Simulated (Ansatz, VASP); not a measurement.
## Se in VASP and in Ansatz

```
Se
1.0
    -0.01076    3.08909    3.12263
     3.15864    0.01169    3.10018
     3.18328    3.09128   -0.01295
Se
2
Direct
  0.49057 0.51061 0.49772
  0.75811 0.73243 0.77262
```

Alike in both runs: task single point; functional PBEsol; k mesh 4 × 4 × 4; occupations fermi-dirac, width 0.05 eV; no spin polarisation.

|  | VASP | Ansatz |
| --- | --- | --- |
| version | VASP 6.6.1 | Ansatz 0.2.0 |
| potentials or method | VASP PAW PBE potentials, release 64 (Se), cutoff 520 eV | plane waves, PAW |
| valence electrons in the cell | 12 | 32 |

|  | VASP | Ansatz | Ansatz less VASP |
| --- | --- | --- | --- |
| pressure (GPa) | -0.2 | -0.3 | -0.07 |
| traceless stress, the component that is largest in VASP (GPa) | 2.93 | 2.94 | +0.007 |
| rms of the force components (eV/Å) | 0.585 | 0.584 | -0.0012 |

VASP's potentials were made for PBE, not for PBEsol. Atom by atom the forces differ by 0.001 eV/Å (rms over components). VASP's potentials hold 12 valence electrons a cell and Ansatz's 32, so a difference there can come from the potentials and not from the codes. Ansatz's warnings: stress scf threshold loose.

The k mesh is coarse, so the values compare programs but aren't converged.
